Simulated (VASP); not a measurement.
# ScAl3N4 (Cm) in VASP: single point with r2SCAN

Aim: the single point of ScAl3N4 with r2SCAN.

All numbers are computed with VASP 6.6.1; they aren't measurements. Logs are shortened: lines on timing, memory, paths and dates and some standing lists are left out, and cuts for length are marked.

## 1. The cell of the first run

It takes space group Cm (No. 8, monoclinic). Conventional cell: a = 11.563 Å, b = 3.205 Å, c = 5.597 Å, α = 90.00°, β = 118.94°, γ = 90.00°. Within 2.7 Å of Sc (site symmetry m) lie 4 N at 2.01 to 2.08 Å. Within 2.5 Å of Al (site symmetry m) lie 4 N at 1.86 to 1.96 Å. Al (site symmetry m) has 4 N at 1.88 to 1.95 Å within 2.5 Å. Within 2.5 Å of Al (site symmetry m) lie 4 N at 1.91 to 1.97 Å. N (site symmetry m) has 3 Al at 1.92 Å and 1 Sc at 2.08 Å within 2.5 Å. Within 2.6 Å of N (site symmetry m) lie 4 Al at 1.95 to 1.97 Å. Within 2.5 Å of N (site symmetry m) lie 2 Al at 1.86 to 1.88 Å and 2 Sc at 2.01 Å. Within 2.5 Å of N (site symmetry m) lie 3 Al at 1.90 to 1.91 Å and 1 Sc at 2.06 Å.

## 2. Single point, r2SCAN (atoms moved along the polar distortion)

File POSCAR:

```
ScAl3N4
1.0
   -3.2052862866      0.0000000000      0.0000000000
    0.0000000000      5.5969653234      0.0002871281
    1.6026431433     -2.7987429175     -5.0597362566
Sc Al N
1 3 4
Direct
    0.0054713557      0.3356654058      0.0109427114
    0.4999735652      0.8365872188     -0.0000528696
    0.7533274808      0.4162905767      0.5066549616
    0.2455917410      0.9166975808      0.4911834821
    0.7999859743      0.1305421450      0.5999719485
    0.3060298750      0.6428830003      0.6120597499
    0.5682168671      0.2131319380      0.1364337342
    0.0574031408      0.7442021347      0.1148062817
```

File INCAR.step1:

```
SYSTEM = ScAl3N4
  PREC = Accurate
  ENCUT = 520
  ISMEAR = 0
  SIGMA = 0.01
  LREAL = .False.
  LASPH = .True.
  NELM = 60
  NBANDS = 30
  GGA = PE
  ALGO = Normal
  EDIFF = 1E-4
  LWAVE = .True.
  LCHARG = .False.
```

File INCAR.step2:

```
SYSTEM = ScAl3N4
  PREC = Accurate
  ENCUT = 520
  EDIFF = 1E-6
  ISMEAR = 0
  SIGMA = 0.01
  LREAL = .False.
  LASPH = .True.
  NELM = 60
  ALGO = Normal
  ISIF = 2
  LWAVE = .False.
  LCHARG = .False.
  METAGGA = R2SCAN
  LMIXTAU = .True.
  NBANDS = 30
  ISTART = 1
```

File KPOINTS:

```
Automatic mesh
0
Gamma
  10 10 10
  0 0 0
```

Potentials or basis: VASP PAW PBE potentials, release 64 (Sc_sv, Al, N).

Command:

```
$ cat potpaw_PBE.64/Sc_sv/POTCAR potpaw_PBE.64/Al/POTCAR potpaw_PBE.64/N/POTCAR > POTCAR
$ cp INCAR.step1 INCAR
$ mpirun -np 1 vasp_std > vasp.out
$ cp INCAR.step2 INCAR
$ mpirun -np 1 vasp_std > vasp.out
```

OUTCAR:

```text
SYSTEM = ScAl3N4
   PREC = Accurate
   ENCUT = 520
   EDIFF = 1E-6
   ISMEAR = 0
   LREAL = .False.
   LASPH = .True.
   NELM = 60
   ISIF = 2
   METAGGA = R2SCAN
   ISTART = 1

 ion  position               nearest neighbor table
   1  0.005  0.336  0.011-   7 2.01   7 2.01   8 2.06   5 2.08   4 3.09   3 3.12   3 3.12   3 3.16
                             2 3.19   2 3.19   4 3.21   4 3.21   2 3.26   2 3.26
   2  0.500  0.837  1.000-   7 1.86   8 1.90   8 1.90   6 1.96   4 3.10   4 3.10   3 3.12   3 3.12
                             3 3.15   4 3.18   1 3.19   1 3.19   1 3.26   1 3.26
   3  0.753  0.416  0.507-   7 1.88   5 1.92   6 1.95   6 1.95   1 3.12   1 3.12   2 3.12   2 3.12
                             2 3.15   1 3.16   4 3.19   4 3.19   4 3.27   4 3.27
   4  0.246  0.917  0.491-   8 1.91   5 1.92   5 1.92   6 1.97   1 3.09   2 3.10   2 3.10   2 3.18
                             3 3.19   3 3.19   1 3.21   1 3.21   3 3.27   3 3.27
   5  0.800  0.131  0.600-   4 1.92   4 1.92   3 1.92   1 2.08
   6  0.306  0.643  0.612-   3 1.95   3 1.95   2 1.96   4 1.97
   7  0.568  0.213  0.136-   2 1.86   3 1.88   1 2.01   1 2.01
   8  0.057  0.744  0.115-   2 1.90   2 1.90   4 1.91   1 2.06

  LATTYP: Found a base centered monoclinic cell.
 ALAT       =    11.5634033255
 B/A-ratio  =     0.2771922933
 C/A-ratio  =     0.4840240519
 COS(beta)  =    -0.4839341447

  Lattice vectors:

 A1 = (  -1.6026431433,  -2.7982224059,   5.0594491285)
 A2 = (   1.6026431433,  -2.7982224059,   5.0594491285)
 A3 = (   0.0000000000,   5.5969653234,   0.0002871281)

Analysis of symmetry for initial positions (statically):
=====================================================================
 Subroutine PRICEL returns:
 Original cell was already a primitive cell.

 Routine SETGRP: Setting up the symmetry group for a
 base centered monoclinic supercell.

 Subroutine GETGRP returns: Found  2 space group operations
 (whereof  2 operations were pure point group operations)
 out of a pool of  4 trial point group operations.

The static configuration has the point symmetry C_1h.

Analysis of symmetry for dynamics (positions and initial velocities):
=====================================================================
 Subroutine PRICEL returns:
 Original cell was already a primitive cell.

 Routine SETGRP: Setting up the symmetry group for a
 base centered monoclinic supercell.

 Subroutine GETGRP returns: Found  2 space group operations
 (whereof  2 operations were pure point group operations)
 out of a pool of  4 trial point group operations.

The dynamic configuration has the point symmetry C_1h.

 Subroutine INISYM returns: Found  2 space group operations
 (whereof  2 operations are pure point group operations),
 and found     1 'primitive' translations

----------------------------------------------------------------------------------------

                                     Primitive cell

  volume of cell :      90.7685

  direct lattice vectors                    reciprocal lattice vectors
    -3.205286287  0.000000000  0.000000000    -0.311984612  0.000005070 -0.098822184
     0.000000000  5.596965323  0.000287128     0.000000000  0.178673320 -0.098831375
     1.602643143 -2.798742917 -5.059736257     0.000000000  0.000010139 -0.197644369

  length of vectors
     3.205286287  5.596965331  6.000196493     0.327261703  0.204185690  0.197644369

  position of ions in fractional coordinates (direct lattice)
     0.005471356  0.335665406  0.010942711
     0.499973565  0.836587219  0.999947130
     0.753327481  0.416290577  0.506654962
     0.245591741  0.916697581  0.491183482
     0.799985974  0.130542145  0.599971948
     0.306029875  0.642883000  0.612059750
     0.568216867  0.213131938  0.136433734
     0.057403141  0.744202135  0.114806282

  ion indices of the primitive-cell ions
   primitive index   ion index
                 1           1
                 2           2
                 3           3
                 4           4
                 5           5
                 6           6
                 7           7
                 8           8

----------------------------------------------------------------------------------------

 KPOINTS: Automatic mesh

Automatic generation of k-mesh.
 Grid dimensions read from file:
 generate k-points for:   10   10   10

 Generating k-lattice:

  Cartesian coordinates                     Fractional coordinates (reciprocal lattice)
    -0.031198461  0.000000507 -0.009882218     0.100000000  0.000000000  0.000000000
     0.000000000  0.017867332 -0.009883137     0.000000000  0.100000000 -0.000000000
     0.000000000  0.000001014 -0.019764437     0.000000000  0.000000000  0.100000000

  Length of vectors
     0.032726170  0.020418569  0.019764437

  Shift w.r.t. Gamma in fractional coordinates (k-lattice)
     0.000000000  0.000000000  0.000000000

 Subroutine IBZKPT returns following result:
 ===========================================

 Found    282 irreducible k-points:

 Following reciprocal coordinates:
            Coordinates               Weight
  0.000000  0.000000  0.000000      1.000000
  0.100000 -0.000000 -0.000000      4.000000
  0.200000 -0.000000 -0.000000      4.000000
  0.300000  0.000000 -0.000000      4.000000
  0.400000 -0.000000 -0.000000      4.000000
  0.500000 -0.000000  0.000000      2.000000
[... 16 lines left out ...]
 -0.400000  0.200000  0.000000      4.000000
 -0.300000  0.200000  0.000000      4.000000
 [... further k-points ...]
   k-points           NKPTS =    282   k-points in BZ     NKDIM =    282   number of bands    NBANDS=     30
   number of dos      NEDOS =    301   number of ions     NIONS =      8
   total plane-waves  NPLWV =  48384
   dimension x,y,z NGX =    24 NGY =   42 NGZ =   48
   dimension x,y,z NGXF=    48 NGYF=   84 NGZF=   96
   ions per type =               1   3   4
   NGX,Y,Z   is equivalent  to a cutoff of  12.45, 12.48, 13.30 a.u.
   NGXF,Y,Z  is equivalent  to a cutoff of  24.90, 24.95, 26.60 a.u.
 SYSTEM =  ScAl3N4
   PREC   = accura    normal or accurate (medium, high low for compatibility)
   ISTART =      1    job   : 0-new  1-cont  2-samecut
   ICHARG =      0    charge: 1-file 2-atom 10-const
   ISPIN  =      1    spin polarized calculation?
   LNONCOLLINEAR =      F non collinear calculations
   LSORBIT =      F    spin-orbit coupling
   LASPH  =      T    aspherical Exc in radial PAW
   ENCUT  =  520.0 eV  38.22 Ry    6.18 a.u.   5.96 10.41 11.16*2*pi/ulx,y,z
   NELM   =     60;   NELMIN=  2; NELMDL=  0     # of ELM steps
   EDIFF  = 0.1E-05   stopping-criterion for ELM
   LREAL  =      F    real-space projection
   EDIFFG = 0.1E-04   stopping-criterion for IOM
   NSW    =      0    number of steps for IOM
   IBRION =     -1    ionic relax: 0-MD 1-quasi-New 2-CG
   NFREE  =      0    steps in history (QN), initial steepest desc. (CG)
   ISIF   =      2    stress and relaxation
   ISYM   =      2    0-nonsym 1-usesym 2-fastsym
   POTIM  = 0.5000    time-step for ionic-motion
   TEBEG  =    0.0;   TEEND  =   0.0 temperature during run
   PSTRESS=    0.0 pullay stress
   NELECT =      40.0000    total number of electrons
   NUPDOWN=      -1.0000    fix difference up-down
   EMIN   =  10.00;   EMAX   =-10.00  energy-range for DOS
   EFERMI =   0.00;   METHOD = LEGACY
   ISMEAR =     0;   SIGMA  =   0.01  broadening in eV -4-tet -1-fermi 0-gaus
   EFERMI_NEDOS =   21; number of points for ismear=-14 and -15
   IALGO  =     38    algorithm
   IMIX   =      4    mixing-type and parameters
     AMIX     =   0.40;   BMIX     =  1.00
     AMIX_MAG =   1.60;   BMIX_MAG =  1.00
  volume/ion in A,a.u.               =      11.35        76.57
  Fermi-wavevector in a.u.,A,eV,Ry     =   1.245804  2.354229 21.116628  1.552028
  Thomas-Fermi vector in A             =   2.380010
   LORBIT       =      0    0 simple, 1 ext, 2 COOP (PROOUT), +10 PAW based schemes
   METAGGA = R2SCAN    functional components
   LHFCALC =     F    Hartree Fock is set to
   AEXX    =    0.0000 exact exchange contribution
   IVDW    =     0    specifies the selected vdW correction
   LEPSILON=     F    determine dielectric tensor
   LRPA    =     F    only Hartree local field effects (RPA)
 non-spin polarized calculation
 Gauss-broadening in eV      SIGMA  =   0.01
  energy-cutoff  :      520.00
  volume of cell :       90.77
 maximum number of plane-waves:      2467
   NGX = 11   NGY = 21   NGZ = 23

 number of electron      39.9999999 magnetization

 Free energy of the ion-electron system (eV)
  ---------------------------------------------------
  ext. energy  EPLUGINS =         0.00000000
  ---------------------------------------------------
  free energy    TOTEN  =       -81.28473636 eV

  energy without entropy =      -81.28473636  energy(sigma->0) =      -81.28473636

 E-fermi :   4.9286     XC(G=0): -11.3598

 val. band max:        4.8576893102   @ k =   0.5000   0.5000   0.2000
 cond. band min:       9.1429996398   @ k =   0.0000   0.0000   0.0000
 fundamental gap:      4.2853103296
 Fermi energy:         4.9286080226

 k-point     1 :       0.0000    0.0000    0.0000
  band No.  band energies     occupation
      1     -43.5782      2.00000
      2     -21.4381      2.00000
      3     -21.4328      2.00000
      4     -21.2495      2.00000
      5     -10.3250      2.00000
      6      -8.5424      2.00000
[... 22 lines left out ...]
     29      14.5590      0.00000
     30      15.7815      0.00000

 k-point     2 :       0.1000   -0.0000   -0.0000
  band No.  band energies     occupation
      1     -43.5749      2.00000
      2     -21.4356      2.00000
      3     -21.4295      2.00000
      4     -21.2862      2.00000
      5     -10.2280      2.00000
      6      -8.5276      2.00000
[... 22 lines left out ...]
     29      14.6197      0.00000
     30      15.6543      0.00000

 k-point     3 :       0.2000   -0.0000   -0.0000
  band No.  band energies     occupation
      1     -43.5664      2.00000
      2     -21.4520      2.00000
      3     -21.4210      2.00000
      4     -21.3575      2.00000
      5      -9.9514      2.00000
      6      -8.4729      2.00000
[... 22 lines left out ...]
     29      14.4043      0.00000
     30      14.9264      0.00000

 k-point     4 :       0.3000    0.0000   -0.0000
  band No.  band energies     occupation
      1     -43.5558      2.00000
      2     -21.5484      2.00000
      3     -21.4094      2.00000
      4     -21.3675      2.00000
      5      -9.5378      2.00000
      6      -8.3885      2.00000
[... 22 lines left out ...]
     29      14.4184      0.00000
     30      15.0928      0.00000

 k-point     5 :       0.4000   -0.0000   -0.0000
  band No.  band energies     occupation
      1     -43.5473      2.00000
      2     -21.6435      2.00000
      3     -21.3999      2.00000
      4     -21.3562      2.00000
      5      -9.0619      2.00000
      6      -8.3471      2.00000
[... 22 lines left out ...]
     29      14.4122      0.00000
     30      15.1759      0.00000
[... 526 lines left out ...]
     29      14.7047      0.00000
     30      15.0594      0.00000

 k-point    22 :       0.5000    0.2000   -0.0000
  band No.  band energies     occupation
      1     -43.5440      2.00000
      2     -21.6802      2.00000
      3     -21.3964      2.00000
      4     -21.3513      2.00000
      5      -8.7096      2.00000
      6      -8.4614      2.00000
[... 22 lines left out ...]
     29      14.6762      0.00000
     30      15.1325      0.00000

 k-point    23 :      -0.4000    0.2000    0.0000
  band No.  band energies     occupation
      1     -43.5473      2.00000
      2     -21.6434      2.00000
      3     -21.3999      2.00000
      4     -21.3567      2.00000
      5      -9.0756      2.00000
      6      -8.3534      2.00000
[... 22 lines left out ...]
     29      14.6724      0.00000
     30      14.9223      0.00000

 k-point    24 :      -0.3000    0.2000    0.0000
  band No.  band energies     occupation
      1     -43.5558      2.00000
      2     -21.5484      2.00000
      3     -21.4094      2.00000
      4     -21.3682      2.00000
      5      -9.5122      2.00000
      6      -8.3868      2.00000
[... 22 lines left out ...]
     29      14.4378      0.00000
     30      15.0836      0.00000

 [... further k-points ...]
[... 5 lines left out ...]
  --------------------------------------------------------------------------------------
  -------------------------------------------------------------------------------------
  Total        0.0805053      0.1039438      0.0770879      0.0000000      0.0161402      0.0000000
  in kB        1.4210198      1.8347393      1.3606977      0.0000000      0.2848951      0.0000000
  external PRESSURE =       1.5388189 kB  Pullay stress =       0.0000000 kB

 VOLUME and BASIS-vectors are now :
 -----------------------------------------------------------------------------
  energy-cutoff  :      520.00
  volume of cell :       90.77
      direct lattice vectors                 reciprocal lattice vectors
    -3.205286287  0.000000000  0.000000000    -0.311984612  0.000005070 -0.098822184
     0.000000000  5.596965323  0.000287128     0.000000000  0.178673320 -0.098831375
     1.602643143 -2.798742917 -5.059736257     0.000000000  0.000010139 -0.197644369

 POSITION                                       TOTAL-FORCE (eV/Angst)
 -----------------------------------------------------------------------------------
     -0.00000      1.84808     -0.05527         0.000000      0.024534      0.009346
      0.00000      1.88375     -5.05923         0.000000     -0.004120      0.005439
     -1.60264      0.91197     -2.56342        -0.000000      0.000574      0.002827
      0.00000      3.75603     -2.48500        -0.000000      0.000094     -0.001615
     -1.60264     -0.94853     -3.03566         0.000000     -0.001377      0.076091
     -0.00000      1.88520     -3.09668        -0.000000     -0.000481     -0.008182
     -1.60264      0.81105     -0.69026        -0.000000     -0.102286     -0.060443
      0.00000      3.84396     -0.58068         0.000000      0.083062     -0.023464
 -----------------------------------------------------------------------------------
    total drift:                                0.000006     -0.000571      0.008867

  FREE ENERGIE OF THE ION-ELECTRON SYSTEM (eV)
  ---------------------------------------------------
  free  energy   TOTEN  =       -81.2847363592 eV

  energy  without entropy=      -81.2847363592  energy(sigma->0) =      -81.28473636
```

It took 18 min on 1 thread of Intel Xeon 6975P-C (Granite Rapids), shared host; peak memory 0.73 GiB.

Results:

* Free energy: -81.2847 eV
* Pressure: 0.2 GPa
* Largest force: 0.119 eV/Å
* Band gap on the k mesh: 4.29 eV (least direct gap 4.44 eV)

Forces on the atoms (eV/Å):
```
Sc   0.000  0.025  0.009
Al   0.000 -0.004  0.005
Al   0.000  0.001  0.003
Al   0.000  0.000 -0.002
N    0.000 -0.001  0.076
N    0.000  0.000 -0.008
N    0.000 -0.102 -0.060
N    0.000  0.083 -0.023
```

Levels at points of the mesh, in eV from the valence-band top:
| k point | band 17 | band 18 | band 19 | band 20 | band 21 | band 22 | band 23 | band 24 |
| --- | --- | --- | --- | --- | --- | --- | --- | --- |
| (0.00, 0.00, 0.00) | -0.64 | -0.54 | -0.44 | -0.15 | 4.29 | 5.03 | 5.48 | 5.65 |
| (0.50, 0.00, 0.00) | -1.34 | -0.94 | -0.37 | -0.23 | 4.88 | 5.20 | 5.60 | 6.53 |
| (0.00, 0.50, 0.00) | -0.77 | -0.68 | -0.37 | -0.29 | 5.09 | 5.94 | 6.19 | 6.45 |
| (0.50, 0.50, 0.00) | -1.51 | -0.98 | -0.27 | -0.01 | 4.75 | 4.98 | 5.53 | 5.82 |
| (0.00, 0.00, 0.50) | -0.83 | -0.71 | -0.49 | -0.40 | 4.87 | 5.22 | 6.03 | 6.31 |
| (0.00, 0.50, 0.50) | -1.06 | -0.95 | -0.16 | -0.05 | 5.23 | 5.69 | 6.13 | 6.43 |

Caveat: the cell differs from its parent crystal (atoms moved along the polar distortion); the PAW data sets were made with another functional, which shifts forces and pressure a little.
